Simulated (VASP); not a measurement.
# HfC in VASP: notebook

The runs below take HfC through single point, relaxation of cell and atoms, with PBE.

All numbers are computed with VASP 6.6.1; they aren't measurements. Logs are shortened: lines on timing, memory, paths and dates and some standing lists are left out, and cuts for length are marked.

**1. The cell of the first run**

It takes space group Fm-3m (No. 225, cubic). Conventional cell: a = 4.548 Å, b = 4.548 Å, c = 4.548 Å, α = 90.00°, β = 90.00°, γ = 90.00°. Hf (site symmetry m-3m) has 6 C at 2.27 Å within 3.0 Å. Within 3.0 Å of C (site symmetry m-3m) lie 6 Hf at 2.27 Å.

**2. Single point, PBE (strained)**

INCAR reads:

```
PREC     = Accurate       # precision mode
ENCUT    = 520            # plane-wave cutoff, eV
EDIFF    = 1E-7           # SCF threshold, eV
ISMEAR   = 0              # smearing method
SIGMA    = 0.1            # smearing width, eV
LREAL    = F              # projectors in reciprocal space
LASPH    = T              # aspherical terms in the spheres
NELM     = 100            # most SCF steps
ALGO     = Normal         # electronic algorithm
ISIF     = 2              # what is computed and relaxed
LWAVE    = F              # write WAVECAR
LCHARG   = F              # write CHGCAR
GGA      = PE             # functional
NBANDS   = 14             # bands
```

KPOINTS reads:

```
Automatic mesh
0
Gamma
  16 16 16
```

POSCAR reads:

```
HfC
1.0
    0.0000000000      2.2738267500      2.2738267500
    2.2738267500      0.0000000000      2.2738267500
    2.2738267500      2.2738267500      0.0000000000
Hf C
1 1
Direct
    0.5000000000      0.5000000000      0.5000000000
    0.0000000000      0.0000000000      0.0000000000
```

Potentials or basis: VASP PAW PBE potentials, release 64 (Hf_pv, C).

Run with:

```bash
> cat potpaw_PBE.64/Hf_pv/POTCAR potpaw_PBE.64/C/POTCAR > POTCAR
> mpirun -np 1 vasp_std > vasp.out
```

OUTCAR:

```text
PREC = Accurate
   ENCUT = 520
   EDIFF = 1E-7
   ISMEAR = 0
   LREAL = F
   LASPH = T
   NELM = 100
   ISIF = 2
   GGA = PE

 ion  position               nearest neighbor table
   1  0.500  0.500  0.500-   2 2.27   2 2.27   2 2.27   2 2.27   2 2.27   2 2.27
   2  0.000  0.000  0.000-   1 2.27   1 2.27   1 2.27   1 2.27   1 2.27   1 2.27

  LATTYP: Found a face centered cubic cell.
 ALAT       =     4.5476535000

  Lattice vectors:

 A1 = (   0.0000000000,   2.2738267500,   2.2738267500)
 A2 = (   2.2738267500,   0.0000000000,   2.2738267500)
 A3 = (   2.2738267500,   2.2738267500,   0.0000000000)

Analysis of symmetry for initial positions (statically):
=====================================================================
 Subroutine PRICEL returns:
 Original cell was already a primitive cell.

 Routine SETGRP: Setting up the symmetry group for a
 face centered cubic supercell.

 Subroutine GETGRP returns: Found 48 space group operations
 (whereof 48 operations were pure point group operations)
 out of a pool of 48 trial point group operations.

The static configuration has the point symmetry O_h .

Analysis of symmetry for dynamics (positions and initial velocities):
=====================================================================
 Subroutine PRICEL returns:
 Original cell was already a primitive cell.

 Routine SETGRP: Setting up the symmetry group for a
 face centered cubic supercell.

 Subroutine GETGRP returns: Found 48 space group operations
 (whereof 48 operations were pure point group operations)
 out of a pool of 48 trial point group operations.

The dynamic configuration has the point symmetry O_h .

 Subroutine INISYM returns: Found 48 space group operations
 (whereof 48 operations are pure point group operations),
 and found     1 'primitive' translations

----------------------------------------------------------------------------------------

                                     Primitive cell

  volume of cell :      23.5127

  direct lattice vectors                    reciprocal lattice vectors
     0.000000000  2.273826750  2.273826750    -0.219893622  0.219893622  0.219893622
     2.273826750  0.000000000  2.273826750     0.219893622 -0.219893622  0.219893622
     2.273826750  2.273826750  0.000000000     0.219893622  0.219893622 -0.219893622

  length of vectors
     3.215676628  3.215676628  3.215676628     0.380866926  0.380866926  0.380866926

  position of ions in fractional coordinates (direct lattice)
     0.500000000  0.500000000  0.500000000
     0.000000000  0.000000000  0.000000000
[... 82 lines left out ...]
   NFREE  =      0    steps in history (QN), initial steepest desc. (CG)
   ISIF   =      2    stress and relaxation
   ISYM   =      2    0-nonsym 1-usesym 2-fastsym
   POTIM  = 0.5000    time-step for ionic-motion
   TEBEG  =    0.0;   TEEND  =   0.0 temperature during run
   PSTRESS=    0.0 pullay stress
   NELECT =      14.0000    total number of electrons
   NUPDOWN=      -1.0000    fix difference up-down
   EMIN   =  10.00;   EMAX   =-10.00  energy-range for DOS
   EFERMI =   0.00;   METHOD = LEGACY
   ISMEAR =     0;   SIGMA  =   0.10  broadening in eV -4-tet -1-fermi 0-gaus
   EFERMI_NEDOS =   21; number of points for ismear=-14 and -15
   IALGO  =     38    algorithm
   IMIX   =      4    mixing-type and parameters
     AMIX     =   0.40;   BMIX     =  1.00
     AMIX_MAG =   1.60;   BMIX_MAG =  1.00
  volume/ion in A,a.u.               =      11.76        79.34
  Fermi-wavevector in a.u.,A,eV,Ry     =   1.377263  2.602649 25.808248  1.896853
  Thomas-Fermi vector in A             =   2.502432
   LORBIT       =      0    0 simple, 1 ext, 2 COOP (PROOUT), +10 PAW based schemes
   GGA     = PE    functional components
   LHFCALC =     F    Hartree Fock is set to
   AEXX    =    0.0000 exact exchange contribution
   IVDW    =     0    specifies the selected vdW correction
   LEPSILON=     F    determine dielectric tensor
   LRPA    =     F    only Hartree local field effects (RPA)
 non-spin polarized calculation
 Gauss-broadening in eV      SIGMA  =   0.10
  energy-cutoff  :      520.00
  volume of cell :       23.51
 maximum number of plane-waves:       648
   NGX = 11   NGY = 11   NGZ = 11

 number of electron      13.9999999 magnetization

 Free energy of the ion-electron system (eV)
  ---------------------------------------------------
  ext. energy  EPLUGINS =         0.00000000
  ---------------------------------------------------
  free energy    TOTEN  =       -20.96279355 eV

  energy without entropy =      -20.96059469  energy(sigma->0) =      -20.96169412

 E-fermi :   6.4547     XC(G=0): -12.6189

 val. band max:        6.4475174451   @ k =   0.1250   0.0625   0.0000
 cond. band min:       6.4571211505   @ k =   0.5000   0.5000   0.0000
 fundamental gap:      0.0096037053
 Fermi energy:         6.4547377770

 k-point     1 :       0.0000    0.0000    0.0000
  band No.  band energies     occupation
      1     -22.7663      2.00000
      2     -22.7663      2.00000
      3     -22.7663      2.00000
      4      -6.1692      2.00000
      5       7.5139      0.00000
      6       7.5139      0.00000
      7       7.5139      0.00000
      8       7.8857      0.00000
      9       7.8857      0.00000
     10       7.8857      0.00000
     11      10.0788      0.00000
     12      10.0788      0.00000
     13      14.1176      0.00000
     14      17.6742      0.00000
[... 377 lines left out ...]
      1     -22.8519      2.00000
      2     -22.7894      2.00000
      3     -22.7685      2.00000
      4      -5.8810      2.00000
      5       6.0598      2.00000
      6       6.3501      1.86126
      7       6.4739      0.78593
      8       8.0592      0.00000
      9       8.7601      0.00000
     10       8.7790      0.00000
     11      10.7287      0.00000
     12      11.6773      0.00000
     13      14.6971      0.00000
     14      18.4621      0.00000

 [... further k-points ...]
[... 5 lines left out ...]
  --------------------------------------------------------------------------------------
  -------------------------------------------------------------------------------------
  Total        2.6006658      2.6006658      2.6006658      0.0000000      0.0000000     -0.0000000
  in kB      177.2119580    177.2119580    177.2119580      0.0000000      0.0000000     -0.0000000
  external PRESSURE =     177.2119580 kB  Pullay stress =       0.0000000 kB

 VOLUME and BASIS-vectors are now :
 -----------------------------------------------------------------------------
  energy-cutoff  :      520.00
  volume of cell :       23.51
      direct lattice vectors                 reciprocal lattice vectors
     0.000000000  2.273826750  2.273826750    -0.219893622  0.219893622  0.219893622
     2.273826750  0.000000000  2.273826750     0.219893622 -0.219893622  0.219893622
     2.273826750  2.273826750  0.000000000     0.219893622  0.219893622 -0.219893622

 POSITION                                       TOTAL-FORCE (eV/Angst)
 -----------------------------------------------------------------------------------
      2.27383      2.27383      2.27383        -0.000000     -0.000000     -0.000000
      0.00000      0.00000      0.00000         0.000000      0.000000      0.000000
 -----------------------------------------------------------------------------------
    total drift:                                0.000000     -0.000000      0.000000

  FREE ENERGIE OF THE ION-ELECTRON SYSTEM (eV)
  ---------------------------------------------------
  free  energy   TOTEN  =       -20.9627935492 eV

  energy  without entropy=      -20.9605946940  energy(sigma->0) =      -20.96169412
```

Run time: 23 s. Hardware: 1 thread of Intel Xeon Platinum 8559C (Emerald Rapids), shared host; peak memory 0.17 GiB.

What came out:

```yaml
Free_energy: -20.9628 eV
Pressure: 17.7 GPa
Band_gap_on_the_k_mesh: zero (band 7 reaches 7.51 eV, above the bottom of band 8 at 6.05 eV)
```

Caveat: the cell differs from its parent crystal (strained); spin-orbit coupling is left out, which moves the levels of the heavy elements.

**3. Single point, PBE (strained)**

INCAR reads:

```
ALGO = Normal
EDIFF = 1E-6
ENCUT = 520
GGA = PE
ISIF = 2
ISMEAR = 0
LASPH = True
LCHARG = True
LELF = True
LREAL = False
LVHAR = True
LWAVE = False
NBANDS = 14
NELM = 100
PREC = Accurate
SIGMA = 0.1
```

KPOINTS reads:

```
k-points
0
Gamma
  16 16 16
```

POSCAR reads:

```
HfC
1.0
    0.0000000000      2.3834272500      2.3834272500
    2.3834272500      0.0000000000      2.3834272500
    2.3834272500      2.3834272500      0.0000000000
Hf C
1 1
Direct
    0.5000000000      0.5000000000      0.5000000000
    0.0000000000      0.0000000000      0.0000000000
```

Potentials or basis: VASP PAW PBE potentials, release 64 (Hf_pv, C).

Run with:

```bash
> cat potpaw_PBE.64/Hf_pv/POTCAR potpaw_PBE.64/C/POTCAR > POTCAR
> mpirun -np 1 vasp_std > vasp.out
```

Wall time 30 s (1 thread of Intel Xeon Platinum 8488C (Sapphire Rapids), shared host); peak memory 0.19 GiB.

It converged, with:

| Item | Value |
| --- | --- |
| Free energy | -20.9429 eV |
| Pressure | -15.7 GPa |
| Band gap on the k mesh | zero (band 7 reaches 6.36 eV, above the bottom of band 8 at 5.00 eV) |

Levels at points of the mesh, in eV from the Fermi level:
```
           k point  band 5  band 6  band 7  band 8  band 9  band 10
(0.00, 0.00, 0.00)    0.97    0.97    0.97    1.37    1.37     1.37
(0.50, 0.00, 0.00)   -5.79   -2.72   -2.72    4.90    4.90     5.32
(0.50, 0.50, 0.00)   -2.62   -1.52   -0.15   -0.15    4.89     6.16
```

Caveat: the cell differs from its parent crystal (strained); spin-orbit coupling is left out, which moves the levels of the heavy elements.

**4. Single point, PBE (strained)**

INCAR reads:

```
SYSTEM = HfC
  PREC = Accurate
  ENCUT = 520
  EDIFF = 1E-6
  ISMEAR = 0
  SIGMA = 0.1
  LREAL = .False.
  LASPH = .True.
  NELM = 60
  ALGO = Normal
  ISIF = 2
  LWAVE = .False.
  LCHARG = .False.
  GGA = PE
  NBANDS = 14
```

KPOINTS reads:

```
regular mesh
0
Gamma
  15 15 15
  0 0 0
```

POSCAR reads:

```
HfC
1.0
   -0.0465000000      2.3014477500      2.3014477500
    2.3014477500     -0.0465000000      2.3014477500
    2.3014477500      2.3014477500     -0.0465000000
Hf C
1 1
Direct
    0.5000000000      0.5000000000      0.5000000000
    0.0000000000      0.0000000000      0.0000000000
```

Run with:

```bash
> cat potpaw_PBE.64/Hf_pv/POTCAR potpaw_PBE.64/C/POTCAR > POTCAR
> mpirun -np 1 vasp_std > vasp.out
```

Wall time 36 s (1 thread of Intel Xeon Platinum 8488C (Sapphire Rapids), shared host); peak memory 0.24 GiB.

The run converged. Its results:

| Item | Value |
| --- | --- |
| Free energy | -21.0304 eV |
| Pressure | -0.3 GPa |
| Band gap on the k mesh | zero (band 7 reaches 7.09 eV, above the bottom of band 8 at 5.65 eV) |

Stress tensor (GPa, compression positive):
```
-0.29  3.23  3.23
 3.23 -0.29  3.23
 3.23  3.23 -0.29
```

Levels at points of the mesh, in eV from the Fermi level:
```
           k point  band 3  band 4  band 5  band 6  band 7  band 8  band 9  band 10  band 11  band 12
(0.00, 0.00, 0.00)  -29.53  -12.29    0.96    0.96    1.15    1.26    1.26     1.69     3.43     3.43
```

Caveat: the cell differs from its parent crystal (strained); spin-orbit coupling is left out, which moves the levels of the heavy elements.

**5. Single point, PBE**

This run uses another cell than the first one, of 12.58 Å³/atom, 1.070 times its volume.

INCAR reads:

```
SYSTEM = HfC
ALGO = Normal ; EDIFF = 1E-6
ENCUT = 520 ; GGA = PE
ISIF = 2 ; ISMEAR = 0
LASPH = .TRUE. ; LCHARG = .TRUE.
LELF = .TRUE. ; LREAL = .FALSE.
LVHAR = .TRUE. ; LWAVE = .FALSE.
NBANDS = 14 ; NELM = 80
PREC = Accurate ; SIGMA = 0.1
```

KPOINTS reads:

```
k-points
0
G
  16 16 16
  0 0 0
```

POSCAR reads:

```
HfC
1.0
    0.0000000000      2.3257467222      2.3257467222
    2.3257467222      0.0000000000      2.3257467222
    2.3257467222      2.3257467222      0.0000000000
Hf C
1 1
Direct
    0.5000000000      0.5000000000      0.5000000000
    0.0000000000      0.0000000000      0.0000000000
```

Run with:

```bash
> cat potpaw_PBE.64/Hf_pv/POTCAR potpaw_PBE.64/C/POTCAR > POTCAR
> mpirun -np 1 vasp_std > vasp.out
```

Run time: 11 s. Hardware: 1 thread of Intel Xeon 6975P-C (Granite Rapids), shared host; peak memory 0.18 GiB.

The run converged. Its results:

```
Free energy            : -21.0458 eV
Pressure               : -0.7 GPa
Band gap on the k mesh : zero (band 7 reaches 6.95 eV, above the bottom of band 8 at 5.52 eV)
```

Levels at points of the mesh, in eV from the Fermi level:
| k point | band 3 | band 4 | band 5 | band 6 | band 7 | band 8 | band 9 | band 10 | band 11 | band 12 |
| --- | --- | --- | --- | --- | --- | --- | --- | --- | --- | --- |
| (0.00, 0.00, 0.00) | -29.56 | -12.28 | 1.02 | 1.02 | 1.02 | 1.41 | 1.41 | 1.41 | 3.41 | 3.41 |
| (0.50, 0.00, 0.00) | -29.62 | -8.55 | -6.11 | -2.96 | -2.96 | 5.33 | 5.33 | 5.80 | 6.57 | 11.40 |
| (0.50, 0.50, 0.00) | -29.79 | -10.38 | -2.57 | -1.75 | -0.08 | -0.08 | 5.32 | 6.75 | 6.75 | 8.44 |

Caveat: spin-orbit coupling is left out, which moves the levels of the heavy elements.

**6. Relaxation of cell and atoms, PBE**

This run uses another cell than the first one, of 12.57 Å³/atom, 1.069 times its volume.

INCAR reads:

```
SYSTEM = HfC
PREC = Accurate ; ENCUT = 600
EDIFF = 1E-6 ; ISMEAR = 0
SIGMA = 0.1 ; LREAL = .False.
LASPH = .True. ; NELM = 60
ALGO = Normal ; ISIF = 3
LWAVE = .False. ; LCHARG = .False.
GGA = PE ; IBRION = 2
NSW = 100 ; EDIFFG = -0.01
```

KPOINTS reads:

```
Automatic mesh
0
Gamma
  16 16 16
  0 0 0
```

POSCAR reads:

```
HfC
1.0
    0.0000000000      2.3250000000      2.3250000000
    2.3250000000      0.0000000000      2.3250000000
    2.3250000000      2.3250000000      0.0000000000
Hf C
1 1
Direct
    0.5000000000      0.5000000000      0.5000000000
    0.0000000000      0.0000000000      0.0000000000
```

Potentials or basis: VASP PAW PBE potentials, release 64 (Hf_pv, C).

Run with:

```bash
> cat potpaw_PBE.64/Hf_pv/POTCAR potpaw_PBE.64/C/POTCAR > POTCAR
> mpirun -np 1 vasp_std > vasp.out
```

It took 36 s on 1 thread of Intel Xeon 6975P-C (Granite Rapids), shared host; peak memory 0.19 GiB.

Results (log left out):

| Property | Result |
| --- | --- |
| Free energy | -21.0472 eV |
| Relaxed volume | 12.54 Å³/atom |
| Relaxed cell | a = 3.286 Å, b = 3.286 Å, c = 3.286 Å, α = 60.00°, β = 60.00°, γ = 60.00° |
| Space group after relaxing (to 0.05 Å) | Fm-3m (No. 225) |
| Energy gained by relaxing | 0.0 meV/atom |
| Ionic steps | 3 |
| Pressure after relaxing | 0.0 GPa |
| Band gap on the k mesh | zero (band 7 reaches 6.97 eV, above the bottom of band 8 at 5.55 eV) |

Final structure:
```
Hf C
1.0
     0.00000    2.32328    2.32328
     2.32328    0.00000    2.32328
     2.32328    2.32328    0.00000
Hf C
1 1
Cartesian
  2.3233 2.3233 2.3233
  0.0000 0.0000 0.0000
```

Levels at points of the mesh, in eV from the Fermi level:
```csv
k point,band 5,band 6,band 7,band 8,band 9,band 10
"(0.00, 0.00, 0.00)",1.02,1.02,1.02,1.41,1.41,1.41
"(0.50, 0.00, 0.00)",-6.13,-2.97,-2.97,5.35,5.35,5.82
"(0.50, 0.50, 0.00)",-2.56,-1.76,-0.07,-0.07,5.34,6.77
```

Caveat: spin-orbit coupling is left out, which moves the levels of the heavy elements.

**7. The runs side by side**

```tsv
task	cell	k mesh	cutoff (eV)	gap on the mesh (eV)	pressure (GPa)
single point	a = 3.216 Å, angles 60.0°, 2 atoms	16 × 16 × 16	520	none	17.7
single point	a = 3.371 Å, angles 60.0°, 2 atoms	16 × 16 × 16	520	none	-15.7
single point	a = 3.255 Å, angles 61.3°, 2 atoms	15 × 15 × 15	520	none	-0.3
single point	a = 3.289 Å, angles 60.0°, 2 atoms	16 × 16 × 16	520	none	-0.7
relaxation of cell and atoms	relaxed from a = 3.288 Å, angles 60.0°, 2 atoms	16 × 16 × 16	600	none	0.0
```

Alike in all rows: level PBE; potentials or basis VASP PAW PBE potentials, release 64 (Hf_pv, C); no spin polarisation; smearing gaussian 0.1 eV.

Caveats: spin-orbit coupling is left out, which moves the levels of the heavy elements.

Total energies depend on the potentials used, so only differences within one code and one set of settings carry meaning.
